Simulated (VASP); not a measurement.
Set up this calculation in VASP 6.6.1, as the native input.

```yaml
Task: single point
Functional: LDA
Potentials_or_basis: VASP PAW LDA potentials, release 64 (Ti_sv)
Cutoff: 520 eV
k_mesh: 20 × 20 × 20
Occupations: gaussian, width 0.15 eV
Spin: no spin polarisation
Dipole_correction: no
Further_INCAR_settings: ALGO = Fast; EDIFF = 1e-07; NBANDS = 12
```

The structure of Ti lies in POSCAR:

```
Ti
1.0
    0.0000000000      1.9655246843      2.0005340298
    1.9655246843      0.0000000000      2.0005340298
    1.9655246843      1.9655246843      0.0000000000
Ti
1
Direct
    0.0000000000      0.0000000000      0.0000000000
```

This isn't the form of Ti at room conditions, which is hcp.

This cell differs from its parent crystal: normal strain along x -0.0175, normal strain along y -0.0175.

One way to write it, as run:

INCAR

```
SYSTEM = Ti
PREC     = Accurate       ! precision mode
ENCUT    = 520            ! plane-wave cutoff, eV
EDIFF    = 1E-7           ! SCF threshold, eV
ISMEAR   = 0              ! smearing method
SIGMA    = 0.15           ! smearing width, eV
LREAL    = .FALSE.        ! projectors in reciprocal space
LASPH    = .TRUE.         ! aspherical terms in the spheres
NELM     = 100            ! most SCF steps
ALGO     = Fast           ! electronic algorithm
ISIF     = 2              ! what is computed and relaxed
LWAVE    = .FALSE.        ! write WAVECAR
LCHARG   = .FALSE.        ! write CHGCAR
GGA      = CA             ! functional
NBANDS   = 12             ! bands
```

KPOINTS

```
Automatic mesh
0
G
  20 20 20
  0 0 0
```

Potentials or basis: VASP PAW LDA potentials, release 64 (Ti_sv).

Command:

```console
$ cat potpaw_LDA.64/Ti_sv/POTCAR > POTCAR
$ mpirun -np 1 vasp_std > vasp.out
```

It gave:

The pressure is 4.4 GPa and the band gap on the k mesh is zero (bands 6 and 7 overlap by 1.32 eV).

Caveat: the cell differs from its parent crystal (normal strain along x -0.0175, normal strain along y -0.0175); the cell stands under pressure.

Run time: 3.6 min on 1 thread of AMD EPYC 9R45 (Zen 5) (shared host), peak memory 0.19 GiB.
